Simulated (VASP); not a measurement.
The system is NaC8.

```
Na C
1.0
     4.91204    0.00000    0.00000
    -2.45602    4.25395    0.00000
     0.00000    0.00000    3.33267
Na C
1 8
Cartesian
  0.0000 0.0000 1.6663
  1.2280 0.7090 0.0000
  0.0000 2.8360 0.0000
  3.6840 0.7090 0.0000
  2.4560 2.8360 0.0000
  0.0000 1.4180 0.0000
  -1.2280 3.5450 0.0000
  2.4560 1.4180 0.0000
  1.2280 3.5450 0.0000
```

- Program: VASP 6.6.1
- Task: relaxation of cell and atoms
- Functional: PBE
- Dispersion: D3(BJ)
- Potentials or basis: VASP PAW PBE potentials, release 64 (Na_pv, C)
- Cutoff: 600 eV
- k mesh: 6 × 6 × 6
- Occupations: gaussian, width 0.1 eV
- Spin: no spin polarisation

At the start: pressure 27.1 GPa; volume 7.74 Å³/atom.

Q: Where does the relaxation end?

A: Over 13 steps the energy falls by 241.4 meV/atom and the volume is 10.28 Å³/atom (+32.8 %); space group P6/mmm (No. 191, to 0.05 Å).

Step by step:
```tsv
step	energy change (eV)	largest force (eV/Å)	pressure (GPa)	volume (Å³)
1	0.0000	1.7562	27.10	69.64
2	0.0080	3.9395	-10.60	83.64
3	-0.7190	1.5120	4.58	75.96
4	-1.5223	0.3426	-5.56	83.83
5	-1.6292	1.2827	-9.35	88.31
6	-2.0989	0.8070	-0.91	90.27
7	-2.1445	0.5742	3.30	91.07
8	-2.1449	0.5900	3.04	91.02
9	-2.1674	0.3226	0.71	92.28
10	-2.1696	0.1137	1.20	91.98
11	-2.1718	0.0116	-0.08	92.48
12	-2.1718	0.0194	0.02	92.44
13	-2.1722	0.0138	0.09	92.50
```

Final structure:
```cif
data_structure
_symmetry_space_group_name_H-M 'P 1'
_symmetry_Int_Tables_number 1
_cell_length_a 4.9785
_cell_length_b 4.9785
_cell_length_c 4.3093
_cell_angle_alpha 90.000
_cell_angle_beta 90.000
_cell_angle_gamma 120.000
_cell_volume 92.50
loop_
_atom_site_label
_atom_site_type_symbol
_atom_site_fract_x
_atom_site_fract_y
_atom_site_fract_z
_atom_site_occupancy
Na1 Na 0.00000 0.00000 0.50000 1
C1 C 0.33487 0.16744 0.00000 1
C2 C 0.33333 0.66667 0.00000 1
C3 C 0.83256 0.16744 0.00000 1
C4 C 0.83256 0.66513 0.00000 1
C5 C 0.16744 0.33487 0.00000 1
C6 C 0.16744 0.83256 0.00000 1
C7 C 0.66667 0.33333 0.00000 1
C8 C 0.66513 0.83256 0.00000 1
```

Caveat: the volume moved by over 15 % at a fixed basis, so the end points are rough; pairwise dispersion overbinds metals, which lowers pressure and volume.
